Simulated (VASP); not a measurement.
Wanted: the native input for a VASP 6.6.1 run.

| Property | Result |
| --- | --- |
| Task | single point |
| Functional | LDA |
| Potentials or basis | VASP PAW LDA potentials, release 64 (Ga_d, N) |
| Cutoff | 520 eV |
| k mesh | 8 × 8 × 4 |
| Occupations | gaussian, width 0.01 eV |
| Spin | no spin polarisation |
| Dipole correction | no |
| Further INCAR settings | ALGO = Normal; EDIFF = 1e-07; NBANDS = 26 |

The structure of GaN lies in POSCAR:

```
GaN
1.0
    3.1518145673      0.0078795364      0.0078795364
   -1.5690834050      2.7256117151      0.0028841105
    0.0128459943      0.0128459943      5.1383977362
Ga N
2 2
Direct
    0.3326067347      0.6662715542     -0.0006987891
    0.6663240388      0.3329456114      0.4993033288
    0.3329554976      0.6670628230      0.3756965466
    0.6681137289      0.3337200114      0.8756989137
```

This cell differs from its parent crystal: equal xy, yz and zx engineering shears of +0.5 %.

One way to write it, as run:

INCAR

```
SYSTEM = GaN
PREC = Accurate
ENCUT = 520
EDIFF = 1E-7
ISMEAR = 0
SIGMA = 0.01
LREAL = .False.
LASPH = .True.
NELM = 100
ALGO = Normal
ISIF = 2
LWAVE = .False.
LCHARG = .False.
GGA = CA
NBANDS = 26
```

KPOINTS

```
Automatic mesh
0
Gamma
  8 8 4
  0 0 0
```

Potentials or basis: VASP PAW LDA potentials, release 64 (Ga_d, N).

The run is started by

```bash
$ cat potpaw_LDA.64/Ga_d/POTCAR potpaw_LDA.64/N/POTCAR > POTCAR
$ mpirun -np 1 vasp_std > vasp.out
```

Results of the run:

```json
{
  "Pressure": "1.1 GPa",
  "Band gap on the k mesh": "2.13 eV, direct"
}
```

Caveat: the cell differs from its parent crystal (equal xy, yz and zx engineering shears of +0.5 %).

Wall time 3.9 min on 1 thread of AMD EPYC 7R13 (shared host), peak memory 0.2 GiB.
